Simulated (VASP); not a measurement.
Set up this calculation in VASP 6.6.1, as the native input.

| Item | Value |
| --- | --- |
| Task | single point |
| Functional | PBE |
| Potentials or basis | VASP PAW PBE potentials, release 64 (Fe) |
| Cutoff | 520 eV |
| k mesh | 2 × 2 × 2 |
| Occupations | fermi-dirac, width 0.272114 eV |
| Spin | non-collinear spin, typed start |
| Starting moments | [[0.0, 0.0, 2.0], [0.894, 0.0, 1.789]] μB |
| Dipole correction | no |
| Further INCAR settings | ALGO = Normal; EDIFF = 1e-06; NBANDS = 28 |

The structure of Fe lies in POSCAR:

```
Fe
1.0
    2.8660000000      0.0000000000      0.0000000000
    0.0000000000      2.8660000000      0.0000000000
    0.0000000000      0.0000000000      2.8660000000
Fe
2
Direct
   -0.0069783671      0.0000000000      0.0000000000
    0.5200000000      0.5000000000      0.5000000000
```

These files were run (other wordings do the same):

INCAR

```
SYSTEM = Fe
ALGO = Normal
EDIFF = 1E-6
ENCUT = 520
GGA = PE
ISIF = 2
ISMEAR = -1
LASPH = .True.
LCHARG = .False.
LMAXMIX = 4
LNONCOLLINEAR = .True.
LORBIT = 11
LREAL = .False.
LWAVE = .False.
MAGMOM = 0 0 2 0.894 0 1.789
NBANDS = 28
NELM = 150
PREC = Accurate
SIGMA = 0.27211386245988
```

KPOINTS

```
k-points
0
Gamma
  2 2 2
  0 0 0
```

Potentials or basis: VASP PAW PBE potentials, release 64 (Fe).

Command:

```console
$ cat potpaw_PBE.64/Fe/POTCAR > POTCAR
$ mpirun -np 1 vasp_ncl > vasp.out
```

It gave:

The pressure is 10.5 GPa. The largest force is 0.211 eV/Å. The band gap on the k mesh is zero (bands 16 and 17 overlap by 0.51 eV), the net moment is 4.46 μB per cell and the valence electrons inside the program's atomic spheres are Fe 7.22.

Caveat: the k points lie up to 1.10 Å⁻¹ apart, too coarse for converged energies and pressures of a metal.

Run time: 51 s on 1 thread of Intel Xeon 8259CL (shared host), peak memory 0.19 GiB.
